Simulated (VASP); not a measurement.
Runs of VASP 6.6.1 on GeCN2. The structure is that of space group R-3m (No. 166), or close to it. The cells are those of the table. 

```tsv
level	potentials or basis	cell	gap on the mesh (eV)	pressure (GPa)	largest force (eV/Å)
LDA	VASP PAW LDA potentials, release 64 (Ge_d, N, C)	a = 5.268 Å, angles 39.3°, 4 atoms	0.86	-1.0	1.04
LDA	VASP PAW LDA potentials, release 64 (Ge_d, N, C)	a = 5.304 Å, angles 39.3°, 4 atoms	0.91	-3.8	0.41
LDA	VASP PAW LDA potentials, release 64 (Ge_d, N, C)	a = 5.340 Å, angles 39.3°, 4 atoms	(a)	(b)	0.19
LDA	VASP PAW LDA potentials, release 64 (Ge_d, N, C)	a = 5.231 Å, angles 39.3°, 4 atoms	0.80	2.1	1.72
PBEsol	VASP PAW PBE potentials, release 64 (Ge_d, N, C)	a = 5.375 Å, angles 39.3°, 4 atoms	1.05	(c)	0.37
LDA	VASP PAW LDA potentials, release 64 (Ge_d, N, C)	a = 5.410 Å, angles 39.3°, 4 atoms	1.04	-10.8	1.25
```

Alike in all rows: task single point; no spin polarisation; k mesh 9 × 9 × 9; cutoff (eV) 520; smearing fermi-dirac 0.05 eV.

Task: Estimate the missing entries.

Result: (a) 0.95; (b) -6.4; (c) -5.5.

Caveats: forces of over 1 eV/Å act on the atoms, so gaps and moduli don't describe the material at rest (at least some runs); the cell stands under tension (at least some runs); the stress differs along the axes, from -4 to 4 GPa (at least some runs); the stress differs along the axes, from -3 to 12 GPa (at least some runs); semilocal functionals underestimate gaps, and a narrow one can read as zero (at least some runs); the PAW data sets were made with another functional, which shifts forces and pressure a little (at least some runs); the stress differs along the axes, from -18 to -7 GPa (at least some runs).

A k mesh can miss the band edges, and the runs leave out spin-orbit coupling on Ge.
